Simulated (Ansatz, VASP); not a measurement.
# GaAs in VASP and in Ansatz

Contents of INCAR:

```
SYSTEM = GaAs
PREC = Accurate
ENCUT = 500
EDIFF = 1E-6
ISMEAR = 0
SIGMA = 0.05
LREAL = .False.
LASPH = .True.
NELM = 120
ALGO = Normal
ISIF = 2
LWAVE = .False.
LCHARG = .False.
GGA = PS
NBANDS = 16
GGA_COMPAT = .False.
```

Contents of KPOINTS:

```
Automatic mesh
0
Gamma
  6 6 6
  0 0 0
```

File POSCAR:

```
GaAs
1.0
    3.3098153078      0.0000000000      0.0000000000
    0.0000000000      3.3098153078      0.0000000000
    0.0000000000      0.0000000000      3.3098153078
Ga As
1 1
Direct
    0.0000000000      0.0000000000      0.0000000000
    0.5000000000      0.5000000000      0.5000000000
```

Input for Ansatz:

```yaml
crystal:
  lattice:
    - [3.3098153078, 0.0, 0.0]
    - [0.0, 3.3098153078, 0.0]
    - [0.0, 0.0, 3.3098153078]
  atoms:
    - { symbol: Ga, position: [0.0, 0.0, 0.0] }
    - { symbol: As, position: [0.5, 0.5, 0.5] }
basis:
  ecutwfc: 420
kpoints:
  mp_grid: { grid: [6, 6, 6] }
hamiltonian:
  xc: pbesol
scf:
  occupations: { method: gaussian, width: 0.05 }
output:
  forces: true
  stress: true
  eigenvalues: true
```

Alike in both runs: task single point; functional PBEsol; k mesh 6 × 6 × 6; occupations gaussian, width 0.05 eV; no spin polarisation.

|  | VASP | Ansatz |
| --- | --- | --- |
| version | VASP 6.6.1 | Ansatz 0.2.0 |
| potentials or method | VASP PAW PBE potentials, release 64 (Ga_d, As), cutoff 500 eV | scalar-relativistic, plane waves, PAW |
| valence electrons in the cell | 18 | 28 |

|  | VASP | Ansatz | Ansatz less VASP |
| --- | --- | --- | --- |
| gap on the k mesh at the Fermi level (eV) | none | none | - |
| pressure (GPa) | 0.0 | -0.3 | -0.34 |

VASP's potentials were made for PBE, not for PBEsol. A gap of «none» marks a metal or a gap that the smearing closes. VASP's potentials hold 18 valence electrons a cell and Ansatz's 28, so a difference there can come from the potentials and not from the codes.
